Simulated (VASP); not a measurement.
# Ge2Sb2Te5 (P-3m1) in VASP: relaxation of cell and atoms with PBEsol

Aim: the relaxation of cell and atoms of Ge2Sb2Te5 with PBEsol.

All numbers are computed with VASP 6.6.1; they aren't measurements. Logs are shortened: lines on timing, memory, paths and dates and some standing lists are left out, and cuts for length are marked.

## (1) The cell of the first run

Symmetry: P-3m1, No. 164, trigonal system. The conventional cell has a = 4.225 Å, b = 4.225 Å, c = 16.872 Å, α = 90.00°, β = 90.00°, γ = 120.00°. Within 3.9 Å of Ge (site symmetry 3m) lie 6 Te at 2.95 to 2.97 Å. Sb (site symmetry 3m) has 6 Te at 2.98 to 3.15 Å within 3.9 Å. Within 3.9 Å of Te (site symmetry -3m) lie 6 Ge at 2.97 Å. Within 3.9 Å of Te (site symmetry 3m) lie 3 Ge at 2.95 Å and 3 Sb at 3.15 Å. Te (site symmetry 3m) has 3 Sb at 2.98 Å and 3 Te at 3.67 Å within 3.9 Å.

## (2) Relaxation of cell and atoms, PBEsol

File INCAR:

```
SYSTEM = Ge2Sb2Te5
PREC = Accurate
ENCUT = 600
EDIFF = 1E-6
ISMEAR = 0
SIGMA = 0.01
LREAL = .FALSE.
LASPH = .TRUE.
NELM = 60
ALGO = Normal
ISIF = 3
LWAVE = .FALSE.
LCHARG = .FALSE.
GGA = PS
IBRION = 2
NSW = 80
EDIFFG = -0.001
```

File KPOINTS:

```
regular mesh
0
G
  9 9 2
  0 0 0
```

File POSCAR:

```
Ge2Sb2Te5
1.0
    4.2250784400      0.0000000000      0.0000000000
   -2.1125392200      3.6590252620      0.0000000000
    0.0000000000      0.0000000000     16.8717647902
Ge Sb Te
2 2 5
Direct
    0.3333333333      0.6666666667      0.8997287020
    0.6666666667      0.3333333333      0.1002712980
    0.0000000000      0.0000000000      0.6830926727
    0.0000000000      0.0000000000      0.3169073273
    0.0000000000      0.0000000000      0.0000000000
    0.6666666667      0.3333333333      0.8015614506
    0.3333333333      0.6666666667      0.1984385494
    0.3333333333      0.6666666667      0.5811794074
    0.6666666667      0.3333333333      0.4188205926
```

Potentials or basis: VASP PAW PBE potentials, release 64 (Ge_d, Sb, Te).

On the command line:

```bash
$ cat potpaw_PBE.64/Ge_d/POTCAR potpaw_PBE.64/Sb/POTCAR potpaw_PBE.64/Te/POTCAR > POTCAR
$ mpirun -np 1 vasp_std > vasp.out
```

OUTCAR:

```text
SYSTEM = Ge2Sb2Te5
   PREC = Accurate
   ENCUT = 600
   EDIFF = 1E-6
   ISMEAR = 0
   LREAL = .FALSE.
   LASPH = .TRUE.
   NELM = 60
   ISIF = 3
   GGA = PS
   IBRION = 2
   NSW = 80
   EDIFFG = -0.001

 ion  position               nearest neighbor table
   1  0.333  0.667  0.900-   6 2.95   6 2.95   6 2.95   5 2.97   5 2.97   5 2.97
   2  0.667  0.333  0.100-   7 2.95   7 2.95   7 2.95   5 2.97   5 2.97   5 2.97
   3  0.000  0.000  0.683-   8 2.98   8 2.98   8 2.98   6 3.15   6 3.15   6 3.15
   4  0.000  0.000  0.317-   9 2.98   9 2.98   9 2.98   7 3.15   7 3.15   7 3.15
   5  0.000  0.000  0.000-   1 2.97   2 2.97   1 2.97   2 2.97   2 2.97   1 2.97
   6  0.667  0.333  0.802-   1 2.95   1 2.95   1 2.95   3 3.15   3 3.15   3 3.15
   7  0.333  0.667  0.198-   2 2.95   2 2.95   2 2.95   4 3.15   4 3.15   4 3.15
   8  0.333  0.667  0.581-   3 2.98   3 2.98   3 2.98   9 3.67   9 3.67   9 3.67
   9  0.667  0.333  0.419-   4 2.98   4 2.98   4 2.98   8 3.67   8 3.67   8 3.67

  LATTYP: Found a hexagonal cell.
 ALAT       =     4.2250784400
 C/A-ratio  =     3.9932429728

  Lattice vectors:

 A1 = (   4.2250784400,   0.0000000000,   0.0000000000)
 A2 = (  -2.1125392200,   3.6590252620,   0.0000000000)
 A3 = (   0.0000000000,   0.0000000000,  16.8717647902)

Analysis of symmetry for initial positions (statically):
=====================================================================
 Subroutine PRICEL returns:
 Original cell was already a primitive cell.

 Routine SETGRP: Setting up the symmetry group for a
 hexagonal supercell.

 Subroutine GETGRP returns: Found 12 space group operations
 (whereof 12 operations were pure point group operations)
 out of a pool of 24 trial point group operations.

The static configuration has the point symmetry D_3d.

Analysis of symmetry for dynamics (positions and initial velocities):
=====================================================================
 Subroutine PRICEL returns:
 Original cell was already a primitive cell.

 Routine SETGRP: Setting up the symmetry group for a
 hexagonal supercell.

 Subroutine GETGRP returns: Found 12 space group operations
 (whereof 12 operations were pure point group operations)
 out of a pool of 24 trial point group operations.

The dynamic configuration has the point symmetry D_3d.

 Subroutine INISYM returns: Found 12 space group operations
 (whereof 12 operations are pure point group operations),
 and found     1 'primitive' translations

----------------------------------------------------------------------------------------

                                     Primitive cell

  volume of cell :     260.8319

  direct lattice vectors                    reciprocal lattice vectors
     4.225078440  0.000000000  0.000000000     0.236681996  0.136648414  0.000000000
    -2.112539220  3.659025262  0.000000000     0.000000000  0.273296829  0.000000000
     0.000000000  0.000000000 16.871764790     0.000000000  0.000000000  0.059270622

  length of vectors
     4.225078440  4.225078440 16.871764790     0.273296829  0.273296829  0.059270622

  position of ions in fractional coordinates (direct lattice)
     0.333333333  0.666666667  0.899728702
     0.666666667  0.333333333  0.100271298
     0.000000000  0.000000000  0.683092673
     0.000000000  0.000000000  0.316907327
     0.000000000  0.000000000  0.000000000
     0.666666667  0.333333333  0.801561451
     0.333333333  0.666666667  0.198438549
     0.333333333  0.666666667  0.581179407
     0.666666667  0.333333333  0.418820593

  ion indices of the primitive-cell ions
   primitive index   ion index
                 1           1
                 2           2
                 3           3
                 4           4
                 5           5
                 6           6
                 7           7
                 8           8
                 9           9

----------------------------------------------------------------------------------------

 KPOINTS: regular mesh

Automatic generation of k-mesh.
 Grid dimensions read from file:
 generate k-points for:    9    9    2

 Generating k-lattice:

  Cartesian coordinates                     Fractional coordinates (reciprocal lattice)
     0.026298000  0.015183157  0.000000000     0.111111111  0.000000000  0.000000000
     0.000000000  0.030366314  0.000000000     0.000000000  0.111111111  0.000000000
     0.000000000  0.000000000  0.029635311     0.000000000  0.000000000  0.500000000

  Length of vectors
     0.030366314  0.030366314  0.029635311

  Shift w.r.t. Gamma in fractional coordinates (k-lattice)
     0.000000000  0.000000000  0.000000000

 Subroutine IBZKPT returns following result:
 ===========================================

 Found     24 irreducible k-points:

 Following reciprocal coordinates:
            Coordinates               Weight
  0.000000  0.000000  0.000000      1.000000
  0.111111  0.000000  0.000000      6.000000
  0.222222  0.000000  0.000000      6.000000
  0.333333  0.000000  0.000000      6.000000
  0.444444  0.000000  0.000000      6.000000
  0.111111  0.111111  0.000000      6.000000
[... 16 lines left out ...]
  0.333333  0.222222  0.500000     12.000000
  0.333333  0.333333  0.500000      2.000000
   k-points           NKPTS =     24   k-points in BZ     NKDIM =     24   number of bands    NBANDS=     40
   number of dos      NEDOS =    301   number of ions     NIONS =      9
   total plane-waves  NPLWV = 181440
   dimension x,y,z NGX =    36 NGY =   36 NGZ =  140
   dimension x,y,z NGXF=    72 NGYF=   72 NGZF=  280
   ions per type =               2   2   5
   NGX,Y,Z   is equivalent  to a cutoff of  14.17, 14.17, 13.79 a.u.
   NGXF,Y,Z  is equivalent  to a cutoff of  28.33, 28.33, 27.59 a.u.
 SYSTEM =  Ge2Sb2Te5
   PREC   = accura    normal or accurate (medium, high low for compatibility)
   ISTART =      0    job   : 0-new  1-cont  2-samecut
   ICHARG =      2    charge: 1-file 2-atom 10-const
   ISPIN  =      1    spin polarized calculation?
   LNONCOLLINEAR =      F non collinear calculations
   LSORBIT =      F    spin-orbit coupling
   LASPH  =      T    aspherical Exc in radial PAW
   ENCUT  =  600.0 eV  44.10 Ry    6.64 a.u.   8.44  8.44 33.70*2*pi/ulx,y,z
   NELM   =     60;   NELMIN=  2; NELMDL= -5     # of ELM steps
   EDIFF  = 0.1E-05   stopping-criterion for ELM
   LREAL  =      F    real-space projection
   EDIFFG = -.1E-02   stopping-criterion for IOM
   NSW    =     80    number of steps for IOM
   IBRION =      2    ionic relax: 0-MD 1-quasi-New 2-CG
   NFREE  =      1    steps in history (QN), initial steepest desc. (CG)
   ISIF   =      3    stress and relaxation
   ISYM   =      2    0-nonsym 1-usesym 2-fastsym
   POTIM  = 0.5000    time-step for ionic-motion
   TEBEG  =    0.0;   TEEND  =   0.0 temperature during run
   PSTRESS=    0.0 pullay stress
   NELECT =      68.0000    total number of electrons
   NUPDOWN=      -1.0000    fix difference up-down
   EMIN   =  10.00;   EMAX   =-10.00  energy-range for DOS
   EFERMI =   0.00;   METHOD = LEGACY
   ISMEAR =     0;   SIGMA  =   0.01  broadening in eV -4-tet -1-fermi 0-gaus
   EFERMI_NEDOS =   21; number of points for ismear=-14 and -15
   IALGO  =     38    algorithm
   IMIX   =      4    mixing-type and parameters
     AMIX     =   0.40;   BMIX     =  1.00
     AMIX_MAG =   1.60;   BMIX_MAG =  1.00
  volume/ion in A,a.u.               =      28.98       195.58
  Fermi-wavevector in a.u.,A,eV,Ry     =   1.045822  1.976316 14.881272  1.093743
  Thomas-Fermi vector in A             =   2.180634
   LORBIT       =      0    0 simple, 1 ext, 2 COOP (PROOUT), +10 PAW based schemes
   GGA     = PS    functional components
   LHFCALC =     F    Hartree Fock is set to
   AEXX    =    0.0000 exact exchange contribution
   IVDW    =     0    specifies the selected vdW correction
   LEPSILON=     F    determine dielectric tensor
   LRPA    =     F    only Hartree local field effects (RPA)
 conjugate gradient relaxation of ions
 non-spin polarized calculation
 Gauss-broadening in eV      SIGMA  =   0.01
  energy-cutoff  :      600.00
  volume of cell :      260.83
 maximum number of plane-waves:      8780
 NGX is ok and might be reduce to    36
   NGX = 17   NGY = 17   NGZ = 67

--------------------------------------- Ionic step        1  -------------------------------------------

 number of electron      68.0000001 magnetization

 Free energy of the ion-electron system (eV)
  ---------------------------------------------------
  ext. energy  EPLUGINS =         0.00000000
  ---------------------------------------------------
  free energy    TOTEN  =       -37.60437147 eV

  energy without entropy =      -37.60437147  energy(sigma->0) =      -37.60437147

------------------------ aborting loop because EDIFF is reached ----------------------------------------

  FORCE on cell =-STRESS in cart. coord.  units (eV):
  Direction    XX          YY          ZZ          XY          YZ          ZX
  --------------------------------------------------------------------------------------
  -------------------------------------------------------------------------------------
  Total        0.0255365      0.0255365      0.1074375      0.0000000      0.0000000      0.0000000
  in kB        0.1568598      0.1568598      0.6599422      0.0000000      0.0000000      0.0000000
  external PRESSURE =       0.3245539 kB  Pullay stress =       0.0000000 kB
[... 110 lines left out ...]
  FREE ENERGIE OF THE ION-ELECTRON SYSTEM (eV)
  ---------------------------------------------------
  free  energy   TOTEN  =       -37.6045824053 eV

  energy  without entropy=      -37.6045824053  energy(sigma->0) =      -37.60458241

[... ionic steps 4 to 39 ...]

--------------------------------------- Ionic step       40  -------------------------------------------

 number of electron      68.0000001 magnetization

------------------------ aborting loop because EDIFF is reached ----------------------------------------

  FORCE on cell =-STRESS in cart. coord.  units (eV):
  Direction    XX          YY          ZZ          XY          YZ          ZX
  --------------------------------------------------------------------------------------
  -------------------------------------------------------------------------------------
  Total        0.0018447      0.0018447     -0.0006578     -0.0000000      0.0000000     -0.0000000
  in kB        0.0113293      0.0113293     -0.0040399     -0.0000000      0.0000000     -0.0000000
  external PRESSURE =       0.0062062 kB  Pullay stress =       0.0000000 kB
[... 71 lines left out ...]
  energy  without entropy=      -37.6046376943  energy(sigma->0) =      -37.60463769

--------------------------------------- Ionic step       42  -------------------------------------------

 number of electron      68.0000001 magnetization

 Free energy of the ion-electron system (eV)
  ---------------------------------------------------
  ext. energy  EPLUGINS =         0.00000000
  ---------------------------------------------------
  free energy    TOTEN  =       -37.60463805 eV

  energy without entropy =      -37.60463805  energy(sigma->0) =      -37.60463805

 E-fermi :   6.7782     XC(G=0):  -9.7748

 val. band max:        6.7162418686   @ k =   0.0000   0.0000   0.0000
 cond. band min:       6.8515929666   @ k =   0.0000   0.0000   0.0000
 fundamental gap:      0.1353510979
 Fermi energy:         6.7782471224

 k-point     1 :       0.0000    0.0000    0.0000
  band No.  band energies     occupation
      1     -18.2317      2.00000
      2     -18.2317      2.00000
      3     -18.2307      2.00000
      4     -18.2307      2.00000
      5     -18.2244      2.00000
      6     -18.2242      2.00000
[... 1057 lines left out ...]
  FREE ENERGIE OF THE ION-ELECTRON SYSTEM (eV)
  ---------------------------------------------------
  free  energy   TOTEN  =       -37.6046380491 eV

  energy  without entropy=      -37.6046380491  energy(sigma->0) =      -37.60463805

 reached required accuracy - stopping structural energy minimisation
```

Run time: 54 min. Hardware: 1 thread of Oxide Virtual Turin-like, shared host; peak memory 0.65 GiB.

What came out:

```
Free energy                           : -37.6046 eV
Relaxed volume                        : 28.99 Å³/atom
Relaxed cell                          : a = 4.225 Å, b = 4.225 Å, c = 16.874 Å, α = 90.00°, β = 90.00°, γ = 120.00°
Space group after relaxing (to 0.1 Å) : P-3m1 (No. 164)
Energy gained by relaxing             : 0.0 meV/atom
Ionic steps                           : 42
Pressure after relaxing               : 0.0 GPa
Band gap on the k mesh                : 0.14 eV
```

Step by step:
```
step  energy change (eV)  largest force (eV/Å)  pressure (GPa)  volume (Å³)
   1              0.0000                0.0387            0.03       260.83
   3             -0.0002                0.0094           -0.02       261.07
   5             -0.0002                0.0077           -0.02       261.09
   7             -0.0002                0.0068            0.00       261.02
   9             -0.0002                0.0064           -0.01       261.01
  11             -0.0002                0.0067            0.01       260.97
  13             -0.0002                0.0042            0.00       260.97
  15             -0.0002                0.0056            0.01       260.92
  17             -0.0002                0.0055           -0.01       260.91
  19             -0.0002                0.0050            0.00       260.89
  21             -0.0003                0.0074            0.00       260.86
  23             -0.0003                0.0049            0.00       260.87
  25             -0.0003                0.0044           -0.02       260.92
  27             -0.0003                0.0038            0.00       260.90
  29             -0.0003                0.0028            0.00       260.90
  31             -0.0003                0.0022            0.00       260.90
  33             -0.0003                0.0010            0.00       260.89
  35             -0.0003                0.0016            0.01       260.86
  37             -0.0003                0.0019            0.00       260.88
  39             -0.0003                0.0014            0.00       260.88
  41             -0.0003                0.0010            0.00       260.87
  42             -0.0003                0.0010            0.00       260.87
```

Final structure:
```
CELL_PARAMETERS angstrom
4.22506 0.00000 0.00000
-2.11253 3.65901 0.00000
0.00000 0.00000 16.87449
ATOMIC_POSITIONS crystal
Ge 0.33333 0.66667 0.89970
Ge 0.66667 0.33333 0.10030
Sb 0.00000 0.00000 0.68308
Sb 0.00000 0.00000 0.31692
Te 0.00000 0.00000 0.00000
Te 0.66667 0.33333 0.80147
Te 0.33333 0.66667 0.19853
Te 0.33333 0.66667 0.58080
Te 0.66667 0.33333 0.41920
```

Caveat: semilocal functionals underestimate gaps, and a narrow one can read as zero; the PAW data sets were made with another functional, which shifts forces and pressure a little; spin-orbit coupling is left out, which moves the levels of the heavy elements. A k mesh can miss the band edges.
